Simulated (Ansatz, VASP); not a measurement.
**BN in VASP and in Ansatz**

Contents of INCAR:

```
  PREC = Accurate
  ENCUT = 520
  EDIFF = 1E-8
  ISMEAR = -1
  SIGMA = 0.02
  LREAL = F
  LASPH = T
  NELM = 120
  ALGO = Normal
  ISIF = 2
  LWAVE = F
  LCHARG = F
  GGA = PS
  LEFG = T
  NBANDS = 16
  GGA_COMPAT = F
```

KPOINTS

```
regular mesh
0
Gamma
  15 15 5
```

The input POSCAR:

```
BN
1.0
    2.4982400000      0.0000000000      0.0000000000
   -1.2491200000      2.1635393048      0.0000000000
    0.0000000000      0.0000000000      6.6357000000
B N
2 2
Direct
    0.3333333333      0.6666666667      0.2500000000
    0.6666666667      0.3333333333      0.7500000000
    0.3333333333      0.6666666667      0.7500000000
    0.6666666667      0.3333333333      0.2500000000
```

Input for Ansatz:

```yaml
crystal:
  lattice:
    - [2.49824, 0.0, 0.0]
    - [-1.24912, 2.1635393048, 0.0]
    - [0.0, 0.0, 6.6357]
  atoms:
    - { symbol: B, position: [0.3333333333, 0.6666666667, 0.25] }
    - { symbol: B, position: [0.6666666667, 0.3333333333, 0.75] }
    - { symbol: "N", position: [0.3333333333, 0.6666666667, 0.75] }
    - { symbol: "N", position: [0.6666666667, 0.3333333333, 0.25] }
kpoints:
  mp_grid: { grid: [15, 15, 5] }
scf:
  occupations: { method: fermi_dirac, width: 0.02 }
hamiltonian:
  xc: pbesol
  pseudopotentials: { kind: paw }
output:
  forces: true
  stress: true
  populations: true
  efg:
    quadrupole_moments_barn: { B: 0.04059, "N": 0.02044 }
    contact_densities: true
  write_density: true
  write_potential: true
  elf: true
  volumetric_format: npy
```

Alike in both runs: task electric field gradients; functional PBEsol; k mesh 15 × 15 × 5; occupations fermi-dirac, width 0.02 eV; no spin polarisation.

|  | VASP | Ansatz |
| --- | --- | --- |
| version | VASP 6.6.1 | Ansatz 0.2.0 |
| potentials or method | VASP PAW PBE potentials, release 64 (B, N) | plane-wave PAW, scalar-relativistic |
| plane-wave cutoff (eV) | 520 | 420 |
| valence electrons in the cell | 16 | 16 |

|  | VASP | Ansatz | Ansatz less VASP |
| --- | --- | --- | --- |
| gap on the k mesh at the Fermi level (eV) | 4.20 | 4.21 | +0.010 |
| pressure (GPa) | 2.5 | 2.2 | -0.31 |
| traceless stress, the component that is largest in VASP (GPa) | -1.66 | -1.22 | +0.449 |
| size of Vzz on the site where it differs most (V/Å²) | 34.8 | 28.1 | -6.75 |

VASP's potentials were made for PBE, not for PBEsol.
